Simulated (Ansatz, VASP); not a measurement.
Si7Ge in VASP and in Ansatz

Contents of POSCAR:

```
Si7Ge
1.0
    5.4679684317      0.0000000000      0.0000000000
    0.0000000000      4.9211715885      0.0000000000
    0.0000000000      0.0000000000      5.4679684317
Si Ge
7 1
Direct
    0.2524307582      0.2524307582      0.2524307582
    0.0000000000      0.5000000000      0.5000000000
    0.5000000000      0.5000000000      0.0000000000
    0.5000000000      0.0000000000      0.5000000000
    0.7475692418      0.2524307582      0.7475692418
    0.7475692418      0.7475692418      0.2524307582
    0.2524307582      0.7475692418      0.7475692418
    0.0000000000      0.0000000000      0.0000000000
```

The input INCAR.step1:

```
SYSTEM = Si7Ge
PREC = Accurate
ENCUT = 520
ISMEAR = 0
SIGMA = 0.05
LREAL = .False.
LASPH = .True.
NELM = 100
NBANDS = 31
GGA = PE
ALGO = Normal
EDIFF = 1E-4
LWAVE = .True.
LCHARG = .False.
```

File INCAR.step2:

```
SYSTEM = Si7Ge
PREC = Accurate
ENCUT = 520
EDIFF = 1E-6
ISMEAR = 0
SIGMA = 0.05
LREAL = .False.
LASPH = .True.
NELM = 100
ALGO = Normal
ISIF = 2
LWAVE = .False.
LCHARG = .False.
METAGGA = R2SCAN
LMIXTAU = .True.
NBANDS = 31
ISTART = 1
```

Contents of KPOINTS:

```
Automatic mesh
0
Gamma
  6 6 6
  0 0 0
```

Input for Ansatz:

```yaml
crystal:
  lattice:
    - [5.4679684317, 0.0, 0.0]
    - [0.0, 4.9211715885, 0.0]
    - [0.0, 0.0, 5.4679684317]
  atoms:
    - { symbol: Si, position: [0.2524307582, 0.2524307582, 0.2524307582] }
    - { symbol: Si, position: [0.0, 0.5, 0.5] }
    - { symbol: Si, position: [0.5, 0.5, 0.0] }
    - { symbol: Si, position: [0.5, 0.0, 0.5] }
    - { symbol: Si, position: [0.7475692418, 0.2524307582, 0.7475692418] }
    - { symbol: Si, position: [0.7475692418, 0.7475692418, 0.2524307582] }
    - { symbol: Si, position: [0.2524307582, 0.7475692418, 0.7475692418] }
    - { symbol: Ge, position: [0.0, 0.0, 0.0] }
basis:
  ecutwfc: 500
kpoints:
  mp_grid: { grid: [6, 6, 6] }
hamiltonian:
  xc: r2scan
scf:
  occupations: { method: gaussian, width: 0.05 }
output:
  forces: true
  stress: true
  eigenvalues: true
  write_density: true
  write_potential: true
  elf: true
  volumetric_format: npy
```

Change from the starting cell: strain -0.1000 x Voigt [0, 1, 0, 0, 0, 0], atoms carried along.

Alike in both runs: task single point; functional r2SCAN; k mesh 6 × 6 × 6; occupations gaussian, width 0.05 eV; no spin polarisation.

|  | VASP | Ansatz |
| --- | --- | --- |
| version | VASP 6.6.1 | Ansatz 0.2.0 |
| potentials or method | VASP PAW PBE potentials, release 64 (Si, Ge_d), cutoff 520 eV | scalar-relativistic, plane waves, PAW |
| valence electrons in the cell | 42 | 42 |

|  | VASP | Ansatz | Ansatz less VASP |
| --- | --- | --- | --- |
| gap on the k mesh at the Fermi level (eV) | none | none | - |
| pressure (GPa) | 11.5 | 11.7 | +0.21 |
| traceless stress, the component that is largest in VASP (GPa) | 5.56 | 5.49 | -0.067 |
| rms of the force components (eV/Å) | 0.024 | 0.020 | -0.0033 |

VASP's potentials were made for PBE, not for r2SCAN. Atom by atom the forces differ by 0.008 eV/Å (rms over components). A gap of «none» marks a metal or a gap that the smearing closes.
